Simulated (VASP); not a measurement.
Input of a VASP 6.6.1 run:

File INCAR:

```
  PREC = Accurate
  ENCUT = 520
  EDIFF = 1E-6
  ISMEAR = 0
  SIGMA = 0.05
  LREAL = F
  LASPH = T
  NELM = 60
  ALGO = Normal
  ISIF = 2
  LWAVE = F
  LCHARG = T
  LDIPOL = T
  IDIPOL = 3
  DIPOL = 0.5 0.5 0.500
  GGA = PE
  LELF = T
  LVHAR = T
  LVACPOTAV = T
  NBANDS = 31
```

Contents of KPOINTS:

```
regular mesh
0
Gamma
  4 5 1
```

POSCAR

```
PtSe2
1.0
    5.0620000000      0.0000000000      0.0000000000
    0.0000000000      3.7240000000      0.0000000000
    0.0000000000      0.0000000000     11.3751310000
Pt Se
2 4
Direct
    0.0000000000      0.0000000000      0.2637332265
    0.0000000000      0.5000000000      0.5472533547
    0.2500000000      0.0000000000      0.4527466453
    0.7500000000      0.5000000000      0.3582399359
    0.2500000000      0.5000000000      0.7362667735
    0.7500000000      0.0000000000      0.6417600641
```

Potentials or basis: VASP PAW PBE potentials, release 64 (Pt, Se).

Command:

```console
$ cat potpaw_PBE.64/Pt/POTCAR potpaw_PBE.64/Se/POTCAR > POTCAR
$ mpirun -np 1 vasp_std > vasp.out
```

Question: Estimate the largest force.

Answer: 1.629 eV/Å.

Question: Estimate the band gap on the k mesh.

Answer: Zero (bands 22 and 23 overlap by 0.94 eV).

Forces in eV/Å, atoms in the order of the input:
```
Pt  -0.904  0.000  1.355
Pt   0.304  0.000  0.228
Se   1.037  0.000 -0.058
Se   0.547  0.000 -1.417
Se  -0.096  0.000 -0.346
Se  -0.889  0.000  0.239
```

Caveat: spin-orbit coupling is left out, which moves the levels of the heavy elements.
